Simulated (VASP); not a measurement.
# MnO (F-43m) in VASP: a series of runs

MnO is run at these levels: PBEsol; tasks: single point, relaxation of cell and atoms.

All numbers are computed with VASP 6.6.1; they aren't measurements. Logs are shortened: lines on timing, memory, paths and dates and some standing lists are left out, and cuts for length are marked.

**1. The cell of the first run**

It takes space group F-43m (No. 216, cubic). Conventional cell: a = 4.721 Å, b = 4.721 Å, c = 4.721 Å, α = 90.00°, β = 90.00°, γ = 90.00°. Within 2.7 Å of Mn (site symmetry -43m) lie 4 O at 2.04 Å. Within 2.7 Å of O (site symmetry -43m) lie 4 Mn at 2.04 Å.

**2. Single point, PBEsol, collinear spin, ferromagnetic start**

INCAR

```
ALGO     = Normal         # electronic algorithm
EDIFF    = 1E-7           # SCF threshold, eV
ENCUT    = 520            # plane-wave cutoff, eV
GGA      = PS             # functional
ISIF     = 2              # what is computed and relaxed
ISMEAR   = 0              # smearing method
ISPIN    = 2              # spin polarisation
LASPH    = True           # aspherical terms in the spheres
LCHARG   = True           # write CHGCAR
LELF     = True           # ELF
LMAXMIX  = 4              # l up to which the mixer works
LORBIT   = 11             # projections on sites
LREAL    = False          # projectors in reciprocal space
LVHAR    = True         
LWAVE    = False          # write WAVECAR
MAGMOM   = 4.42 0.22      # initial moments
NBANDS   = 20             # bands
NELM     = 150            # most SCF steps
PREC     = Accurate       # precision mode
SIGMA    = 0.1            # smearing width, eV
```

KPOINTS

```
k-points
0
Gamma
  8 8 8
```

POSCAR

```
MnO
1.0
    0.0000000000      2.3602662708      2.3602662708
    2.3602662708      0.0000000000      2.3602662708
    2.3602662708      2.3602662708      0.0000000000
Mn O
1 1
Direct
    0.0000000000      0.0000000000      0.0000000000
    0.7500000000      0.7500000000      0.7500000000
```

Potentials or basis: VASP PAW PBE potentials, release 64 (Mn_pv, O).

Launch:

```bash
$ cat potpaw_PBE.64/Mn_pv/POTCAR potpaw_PBE.64/O/POTCAR > POTCAR
$ mpirun -np 1 vasp_std > vasp.out
```

OUTCAR:

```text
EDIFF = 1E-7
   ENCUT = 520
   GGA = PS
   ISIF = 2
   ISMEAR = 0
   ISPIN = 2
   LASPH = True
   LORBIT = 11
   LREAL = False
   NELM = 150
   PREC = Accurate

 ion  position               nearest neighbor table
   1  0.000  0.000  0.000-   2 2.04   2 2.04   2 2.04   2 2.04
   2  0.750  0.750  0.750-   1 2.04   1 2.04   1 2.04   1 2.04

  LATTYP: Found a face centered cubic cell.
 ALAT       =     4.7205325416

  Lattice vectors:

 A1 = (   0.0000000000,   2.3602662708,   2.3602662708)
 A2 = (   2.3602662708,   0.0000000000,   2.3602662708)
 A3 = (   2.3602662708,   2.3602662708,   0.0000000000)

Analysis of symmetry for initial positions (statically):
=====================================================================
 Subroutine PRICEL returns:
 Original cell was already a primitive cell.

 Routine SETGRP: Setting up the symmetry group for a
 face centered cubic supercell.

 Subroutine GETGRP returns: Found 24 space group operations
 (whereof 24 operations were pure point group operations)
 out of a pool of 48 trial point group operations.

The static configuration has the point symmetry T_d .

Analysis of symmetry for dynamics (positions and initial velocities):
=====================================================================
 Subroutine PRICEL returns:
 Original cell was already a primitive cell.

 Routine SETGRP: Setting up the symmetry group for a
 face centered cubic supercell.

 Subroutine GETGRP returns: Found 24 space group operations
 (whereof 24 operations were pure point group operations)
 out of a pool of 48 trial point group operations.

The dynamic configuration has the point symmetry T_d .

Analysis of structural, dynamic, and magnetic symmetry:
=====================================================================
 Subroutine PRICEL returns:
 Original cell was already a primitive cell.

 Routine SETGRP: Setting up the symmetry group for a
 face centered cubic supercell.

 Subroutine GETGRP returns: Found 24 space group operations
 (whereof 24 operations were pure point group operations)
 out of a pool of 48 trial point group operations.

The overall configuration has the point symmetry T_d .

 Subroutine INISYM returns: Found 24 space group operations
 (whereof 24 operations are pure point group operations),
 and found     1 'primitive' translations

----------------------------------------------------------------------------------------

                                     Primitive cell

  volume of cell :      26.2974

  direct lattice vectors                    reciprocal lattice vectors
     0.000000000  2.360266271  2.360266271    -0.211840506  0.211840506  0.211840506
     2.360266271  0.000000000  2.360266271     0.211840506 -0.211840506  0.211840506
     2.360266271  2.360266271  0.000000000     0.211840506  0.211840506 -0.211840506

  length of vectors
     3.337920571  3.337920571  3.337920571     0.366918519  0.366918519  0.366918519

  position of ions in fractional coordinates (direct lattice)
     0.000000000  0.000000000  0.000000000
     0.750000000  0.750000000  0.750000000

  ion indices of the primitive-cell ions
   primitive index   ion index
                 1           1
                 2           2

----------------------------------------------------------------------------------------

 KPOINTS: k-points

Automatic generation of k-mesh.
 Grid dimensions read from file:
 generate k-points for:    8    8    8

 Generating k-lattice:

  Cartesian coordinates                     Fractional coordinates (reciprocal lattice)
    -0.026480063  0.026480063  0.026480063     0.125000000  0.000000000  0.000000000
     0.026480063 -0.026480063  0.026480063     0.000000000  0.125000000  0.000000000
     0.026480063  0.026480063 -0.026480063     0.000000000  0.000000000  0.125000000

  Length of vectors
     0.045864815  0.045864815  0.045864815

  Shift w.r.t. Gamma in fractional coordinates (k-lattice)
     0.000000000  0.000000000  0.000000000

 Subroutine IBZKPT returns following result:
 ===========================================

 Found     29 irreducible k-points:

 Following reciprocal coordinates:
            Coordinates               Weight
  0.000000  0.000000  0.000000      1.000000
  0.125000  0.000000  0.000000      8.000000
  0.250000  0.000000  0.000000      8.000000
  0.375000  0.000000  0.000000      8.000000
  0.500000  0.000000  0.000000      4.000000
  0.125000  0.125000  0.000000      6.000000
[... 16 lines left out ...]
  0.500000  0.250000  0.125000     48.000000
 -0.375000  0.250000  0.125000     24.000000
 [... further k-points ...]
   k-points           NKPTS =     29   k-points in BZ     NKDIM =     29   number of bands    NBANDS=     20
   number of dos      NEDOS =    301   number of ions     NIONS =      2
   total plane-waves  NPLWV =  21952
   dimension x,y,z NGX =    28 NGY =   28 NGZ =   28
   dimension x,y,z NGXF=    56 NGYF=   56 NGZF=   56
   ions per type =               1   1
   NGX,Y,Z   is equivalent  to a cutoff of  13.95, 13.95, 13.95 a.u.
   NGXF,Y,Z  is equivalent  to a cutoff of  27.89, 27.89, 27.89 a.u.
 SYSTEM =  unknown system
   PREC   = accura    normal or accurate (medium, high low for compatibility)
   ISTART =      0    job   : 0-new  1-cont  2-samecut
   ICHARG =      2    charge: 1-file 2-atom 10-const
   ISPIN  =      2    spin polarized calculation?
   LNONCOLLINEAR =      F non collinear calculations
   LSORBIT =      F    spin-orbit coupling
   LASPH  =      T    aspherical Exc in radial PAW
   ENCUT  =  520.0 eV  38.22 Ry    6.18 a.u.   6.21  6.21  6.21*2*pi/ulx,y,z
   NELM   =    150;   NELMIN=  2; NELMDL= -5     # of ELM steps
   EDIFF  = 0.1E-06   stopping-criterion for ELM
   LREAL  =      F    real-space projection
   EDIFFG = 0.1E-05   stopping-criterion for IOM
   NSW    =      0    number of steps for IOM
   IBRION =     -1    ionic relax: 0-MD 1-quasi-New 2-CG
   NFREE  =      0    steps in history (QN), initial steepest desc. (CG)
   ISIF   =      2    stress and relaxation
   ISYM   =      2    0-nonsym 1-usesym 2-fastsym
   POTIM  = 0.5000    time-step for ionic-motion
   TEBEG  =    0.0;   TEEND  =   0.0 temperature during run
   PSTRESS=    0.0 pullay stress
   NELECT =      19.0000    total number of electrons
   NUPDOWN=      -1.0000    fix difference up-down
   EMIN   =  10.00;   EMAX   =-10.00  energy-range for DOS
   EFERMI =   0.00;   METHOD = LEGACY
   ISMEAR =     0;   SIGMA  =   0.10  broadening in eV -4-tet -1-fermi 0-gaus
   EFERMI_NEDOS =   21; number of points for ismear=-14 and -15
   IALGO  =     38    algorithm
   IMIX   =      4    mixing-type and parameters
     AMIX     =   0.40;   BMIX     =  1.00
     AMIX_MAG =   1.60;   BMIX_MAG =  1.00
  volume/ion in A,a.u.               =      13.15        88.73
  Fermi-wavevector in a.u.,A,eV,Ry     =   1.469000  2.776007 29.360829  2.157960
  Thomas-Fermi vector in A             =   2.584430
   LORBIT       =     11    0 simple, 1 ext, 2 COOP (PROOUT), +10 PAW based schemes
   GGA     = PS    functional components
   LHFCALC =     F    Hartree Fock is set to
   AEXX    =    0.0000 exact exchange contribution
   IVDW    =     0    specifies the selected vdW correction
   LEPSILON=     F    determine dielectric tensor
   LRPA    =     F    only Hartree local field effects (RPA)
 spin polarized calculation
 Gauss-broadening in eV      SIGMA  =   0.10
  energy-cutoff  :      520.00
  volume of cell :       26.30
 maximum number of plane-waves:       725
 NGX is ok and might be reduce to    28
   NGX = 13   NGY = 13   NGZ = 13

 number of electron      18.9999989 magnetization       4.8897486

 Free energy of the ion-electron system (eV)
  ---------------------------------------------------
  ext. energy  EPLUGINS =         0.00000000
  ---------------------------------------------------
  free energy    TOTEN  =       -17.13417999 eV

  energy without entropy =      -17.12905546  energy(sigma->0) =      -17.13161773

 E-fermi :   5.6590     XC(G=0): -10.8925

 val. band max:        5.6317103487   @ k =   0.5000   0.5000   0.0000
 cond. band min:       5.6976330598   @ k =  -0.3750   0.3750   0.0000
 fundamental gap:      0.0659227111
 Fermi energy:         5.6590349514

 spin component 1

 k-point     1 :       0.0000    0.0000    0.0000
  band No.  band energies     occupation
      1     -44.6352      1.00000
      2     -44.6352      1.00000
      3     -44.6352      1.00000
      4     -14.2243      1.00000
      5      -0.6215      1.00000
      6      -0.6215      1.00000
[... 12 lines left out ...]
     19      22.9679      0.00000
     20      22.9679      0.00000

 k-point     2 :       0.1250    0.0000    0.0000
  band No.  band energies     occupation
      1     -44.6404      1.00000
      2     -44.6360      1.00000
      3     -44.6360      1.00000
      4     -14.1508      1.00000
      5      -0.8676      1.00000
      6      -0.5648      1.00000
[... 12 lines left out ...]
     19      22.3739      0.00000
     20      25.6367      0.00000
[... 465 lines left out ...]
      3     -44.6423      1.00000
      4     -13.7019      1.00000
      5      -1.2566      1.00000
      6      -0.4486      1.00000
[... 12 lines left out ...]
     19      26.0467      0.00000
     20      27.8442      0.00000

 k-point    24 :      -0.3750    0.2500    0.1250
  band No.  band energies     occupation
      1     -44.6663      1.00000
      2     -44.6495      1.00000
      3     -44.6434      1.00000
      4     -13.6439      1.00000
      5      -1.1106      1.00000
      6      -0.5263      1.00000
[... 12 lines left out ...]
     19      26.3425      0.00000
     20      27.9050      0.00000

 [... further k-points ...]

 spin component 2

 k-point     1 :       0.0000    0.0000    0.0000
  band No.  band energies     occupation
      1     -40.0371      1.00000
      2     -40.0371      1.00000
      3     -40.0371      1.00000
      4     -13.7564      1.00000
      5       0.6944      1.00000
      6       0.6944      1.00000
[... 12 lines left out ...]
     19      24.6373      0.00000
     20      24.6373      0.00000

 k-point     2 :       0.1250    0.0000    0.0000
  band No.  band energies     occupation
      1     -40.0440      1.00000
      2     -40.0381      1.00000
      3     -40.0381      1.00000
      4     -13.6852      1.00000
      5       0.3694      1.00000
      6       0.7286      1.00000
[... 12 lines left out ...]
     19      23.9819      0.00000
     20      26.8455      0.00000
[... 465 lines left out ...]
      3     -40.0462      1.00000
      4     -13.2492      1.00000
      5      -0.3499      1.00000
      6       0.5897      1.00000
[... 12 lines left out ...]
     19      27.4269      0.00000
     20      29.0132      0.00000

 k-point    24 :      -0.3750    0.2500    0.1250
  band No.  band energies     occupation
      1     -40.0787      1.00000
      2     -40.0557      1.00000
      3     -40.0477      1.00000
      4     -13.1925      1.00000
      5      -0.3100      1.00000
      6       0.5032      1.00000
[... 12 lines left out ...]
     19      27.7833      0.00000
     20      28.9208      0.00000

 [... further k-points ...]

------------------------ aborting loop because EDIFF is reached ----------------------------------------

  FORCE on cell =-STRESS in cart. coord.  units (eV):
  Direction    XX          YY          ZZ          XY          YZ          ZX
  --------------------------------------------------------------------------------------
  -------------------------------------------------------------------------------------
  Total        0.0025285      0.0025285      0.0025285      0.0000000      0.0000000      0.0000000
  in kB        0.1540511      0.1540511      0.1540511      0.0000000      0.0000000      0.0000000
  external PRESSURE =       0.1540511 kB  Pullay stress =       0.0000000 kB

 VOLUME and BASIS-vectors are now :
 -----------------------------------------------------------------------------
  energy-cutoff  :      520.00
  volume of cell :       26.30
      direct lattice vectors                 reciprocal lattice vectors
     0.000000000  2.360266271  2.360266271    -0.211840506  0.211840506  0.211840506
     2.360266271  0.000000000  2.360266271     0.211840506 -0.211840506  0.211840506
     2.360266271  2.360266271  0.000000000     0.211840506  0.211840506 -0.211840506

 POSITION                                       TOTAL-FORCE (eV/Angst)
 -----------------------------------------------------------------------------------
      0.00000      0.00000      0.00000         0.000000      0.000000      0.000000
      3.54040      3.54040      3.54040        -0.000000     -0.000000     -0.000000
 -----------------------------------------------------------------------------------
    total drift:                               -0.000000     -0.000000     -0.000000

  FREE ENERGIE OF THE ION-ELECTRON SYSTEM (eV)
  ---------------------------------------------------
  free  energy   TOTEN  =       -17.1341799935 eV

  energy  without entropy=      -17.1290554608  energy(sigma->0) =      -17.13161773

 total charge

# of ion       s       p       d       tot
------------------------------------------
    1        0.244   6.237   4.952  11.433
    2        1.551   3.437   0.000   4.988
--------------------------------------------------
tot          1.795   9.674   4.952  16.421

 magnetization (x)

# of ion       s       p       d       tot
------------------------------------------
    1        0.035   0.061   4.237   4.333
    2        0.019   0.166   0.000   0.185
--------------------------------------------------
tot          0.054   0.227   4.237   4.517
```

It took 68 s on 1 thread of Intel Xeon 8259CL, shared host; peak memory 0.18 GiB.

What came out:

| Quantity | Value |
| --- | --- |
| Free energy | -17.1342 eV |
| Pressure | 0.0 GPa |
| Net moment | 4.89 μB per cell |
| Site moments | Mn +4.33; O +0.18 μB |
| Valence electrons inside the program's atomic spheres | Mn 11.43; O 4.99 |

Caveat: the PAW data sets were made with another functional, which shifts forces and pressure a little; a cell with one magnetic atom can't hold antiferromagnetic order, which such compounds often take; semilocal functionals often make such compounds metallic where correlation or magnetic order opens a gap, which also shifts bond lengths.

**3. Relaxation of cell and atoms, PBEsol, collinear spin, ferromagnetic start**

This run uses another cell than the first one, of 14.49 Å³/atom.

INCAR

```
  PREC = Accurate
  ENCUT = 600
  EDIFF = 1E-6
  ISMEAR = 0
  SIGMA = 0.1
  LREAL = False
  LASPH = True
  NELM = 150
  ALGO = Normal
  ISIF = 3
  LWAVE = False
  LCHARG = False
  ISPIN = 2
  MAGMOM = 4.42 0.22
  LORBIT = 11
  LMAXMIX = 4
  GGA = PS
  IBRION = 2
  NSW = 80
  EDIFFG = -0.05
```

KPOINTS

```
regular mesh
0
Gamma
  8 8 8
```

POSCAR

```
MnO
1.0
    0.0000000000      2.4379458194      2.4379458194
    2.4379458194      0.0000000000      2.4379458194
    2.4379458194      2.4379458194      0.0000000000
Mn O
1 1
Direct
    0.0000000000      0.0000000000      0.0000000000
    0.7500000000      0.7500000000      0.7500000000
```

Potentials or basis: VASP PAW PBE potentials, release 64 (Mn_pv, O).

Launch:

```bash
$ cat potpaw_PBE.64/Mn_pv/POTCAR potpaw_PBE.64/O/POTCAR > POTCAR
$ mpirun -np 1 vasp_std > vasp.out
```

It took 2.4 min on 1 thread of Intel Xeon 8259CL, shared host; peak memory 0.19 GiB.

It converged, with:

```yaml
Free_energy: -17.1414 eV
Relaxed_volume: 13.11 Å³/atom
Relaxed_cell: a = 3.335 Å, b = 3.335 Å, c = 3.335 Å, α = 60.00°, β = 60.00°, γ = 60.00°
Space_group_after_relaxing_to_0.1_Å: F-43m (No. 216)
Energy_gained_by_relaxing: 38.4 meV/atom
Ionic_steps: 3
Pressure_after_relaxing: 0.0 GPa
Net_moment: 4.88 μB per cell
Site_moments: Mn +4.33; O +0.18 μB
Valence_electrons_inside_the_program's_atomic_spheres: Mn 11.44; O 4.99
```

The path:
| step | energy change (eV) | largest force (eV/Å) | pressure (GPa) | volume (Å³) |
| --- | --- | --- | --- | --- |
| 1 | 0.0000 | 0.0000 | -9.17 | 28.98 |
| 2 | -0.0735 | 0.0000 | 1.84 | 25.64 |
| 3 | -0.0769 | 0.0000 | 0.02 | 26.23 |

Final structure:
```xyz
2
Lattice="0.0000 2.3582 2.3582 2.3582 0.0000 2.3582 2.3582 2.3582 0.0000" Properties=species:S:1:pos:R:3 pbc="T T T"
Mn    0.0000    0.0000    0.0000
O     3.5374    3.5374    3.5374
```

Levels at points of the mesh, in eV from the Fermi level:
Spin up:
```
           k point  band 10  band 11  band 12  band 13  band 14  band 15
(0.00, 0.00, 0.00)    -1.47     0.19     0.19     0.19    12.24    12.24
(0.50, 0.00, 0.00)    -2.47    -0.69    -0.69     3.94     5.30    11.73
(0.50, 0.50, 0.00)    -2.03    -1.70    -1.70     3.85     8.04     9.52
```
Spin down:
```tsv
k point	band 4	band 5	band 6	band 7	band 8	band 9	band 10	band 11
(0.00, 0.00, 0.00)	-19.43	-4.98	-4.98	-4.98	-0.10	1.46	1.46	3.47
(0.50, 0.00, 0.00)	-18.94	-6.33	-4.78	-4.78	1.26	1.62	1.62	2.73
(0.50, 0.50, 0.00)	-18.79	-6.36	-4.63	-4.63	-0.03	1.55	1.98	2.26
```

Caveat: the PAW data sets were made with another functional, which shifts forces and pressure a little; a cell with one magnetic atom can't hold antiferromagnetic order, which such compounds often take; semilocal functionals often make such compounds metallic where correlation or magnetic order opens a gap, which also shifts bond lengths.
